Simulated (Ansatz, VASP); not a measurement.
# One calculation of Cd, two programs

The input INCAR:

```
PREC = Accurate
ENCUT = 520
EDIFF = 1E-6
ISMEAR = -5
SIGMA = 0.1
LREAL = F
LASPH = T
NELM = 60
ALGO = Normal
ISIF = 2
LWAVE = F
LCHARG = F
GGA = PE
NBANDS = 12
```

File KPOINTS:

```
Automatic mesh
0
Gamma
  9 9 9
```

POSCAR

```
Cd
1.0
    1.6080291515      0.9283960635      2.4492874100
   -1.6080291515      0.9283960635      2.4492874100
    0.0000000000     -1.8567921270      2.4492874100
Cd
1
Direct
    0.0000000000      0.0000000000      0.0000000000
```

Input for Ansatz:

```yaml
crystal:
  lattice:
    - [1.6080291515, 0.9283960635, 2.44928741]
    - [-1.6080291515, 0.9283960635, 2.44928741]
    - [0.0, -1.856792127, 2.44928741]
  atoms:
    - { symbol: Cd, position: [0.0, 0.0, 0.0] }
basis:
  ecutwfc: 420
kpoints:
  mp_grid: { grid: [9, 9, 9] }
hamiltonian:
  xc: pbe
scf:
  occupations: { method: tetrahedron }
output:
  forces: true
  stress: true
  eigenvalues: true
```

Alike in both runs: task single point; functional PBE; k mesh 9 × 9 × 9; occupations tetrahedron; no spin polarisation.

|  | VASP | Ansatz |
| --- | --- | --- |
| version | VASP 6.6.1 | Ansatz 0.2.0 |
| potentials or method | VASP PAW PBE potentials, release 64 (Cd), cutoff 520 eV | scalar-relativistic, plane waves, PAW |
| valence electrons in the cell | 12 | 20 |

```csv
,VASP,Ansatz,Ansatz less VASP
gap on the k mesh at the Fermi level (eV),none,none,-
pressure (GPa),2.2,1.9,-0.30
"traceless stress, the component that is largest in VASP (GPa)",0.18,0.13,-0.049
```

A gap of «none» marks a metal or a gap that the smearing closes. VASP's potentials hold 12 valence electrons a cell and Ansatz's 20, so a difference there can come from the potentials and not from the codes. Ansatz's warnings: band table not solved further, tetrahedron derivatives may miss energy slope.
